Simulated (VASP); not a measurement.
A run of VASP 6.6.1:

The input INCAR:

```
  PREC = Accurate
  ENCUT = 600
  EDIFF = 1E-6
  ISMEAR = -1
  SIGMA = 0.1
  LREAL = False
  LASPH = True
  NELM = 200
  ALGO = Normal
  ISIF = 2
  LWAVE = False
  LCHARG = False
  ISPIN = 2
  MAGMOM = 2
  LORBIT = 11
  LMAXMIX = 4
  GGA = PE
  NBANDS = 15
  GGA_COMPAT = False
```

Contents of KPOINTS:

```
Automatic mesh
0
Gamma
  14 14 14
```

POSCAR

```
Ni
1.0
    0.0000000000      1.7638000000      1.7638000000
    1.7638000000      0.0000000000      1.7638000000
    1.7638000000      1.7638000000      0.0000000000
Ni
1
Direct
    0.0000000000      0.0000000000      0.0000000000
```

Potentials or basis: VASP PAW PBE potentials, release 64 (Ni).

Launch:

```sh
$ cat potpaw_PBE.64/Ni/POTCAR > POTCAR
$ mpirun -np 1 vasp_std > vasp.out
```

Hardware: 1 thread of Intel(R) Xeon(R) 6975P-C (Granite Rapids), on a shared host.

Problem. How long does it take, and how much memory?

Solution. It took 16 s on 1 thread of Intel(R) Xeon(R) 6975P-C (Granite Rapids), on a shared host, peak memory 0.15 GiB. Counts: scf iterations 12, k points 104.
